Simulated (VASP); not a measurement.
Input of a VASP 6.6.1 run:

The input INCAR:

```
PREC     = Accurate       # precision mode
ENCUT    = 500            # plane-wave cutoff, eV
EDIFF    = 1E-6           # SCF threshold, eV
ISMEAR   = -1             # smearing method
SIGMA    = 0.05           # smearing width, eV
LREAL    = F              # projectors in reciprocal space
LASPH    = T              # aspherical terms in the spheres
NELM     = 120            # most SCF steps
ALGO     = Normal         # electronic algorithm
ISIF     = 2              # what is computed and relaxed
LWAVE    = F              # write WAVECAR
LCHARG   = F              # write CHGCAR
GGA      = PE             # functional
IVDW     = 12             # dispersion correction
NBANDS   = 13             # bands
GGA_COMPAT= F
```

KPOINTS

```
Automatic mesh
0
Gamma
  5 5 5
```

File POSCAR:

```
Te
1.0
    0.0000000000      3.1723883701      3.1723883701
    3.1723883701      0.0000000000      3.1723883701
    3.1723883701      3.1723883701      0.0000000000
Te
2
Direct
    1.0000000000      1.0000000000      1.0000000000
    0.2500000000      0.2500000000      0.2500000000
```

Potentials or basis: VASP PAW PBE potentials, release 64 (Te).

Run with:

```bash
$ cat potpaw_PBE.64/Te/POTCAR > POTCAR
$ mpirun -np 1 vasp_std > vasp.out
```

Problem. Predict the dispersion energy per atom.

Solution. -0.452 eV.

Problem. What does it give for the pressure?

Solution. 20.2 GPa.

Problem. What does it give for the band gap on the k mesh?

Solution. Zero (bands 6 and 7 overlap by 1.39 eV).

Caveat: the cell stands under pressure; spin-orbit coupling is left out, which moves the levels of the heavy elements.
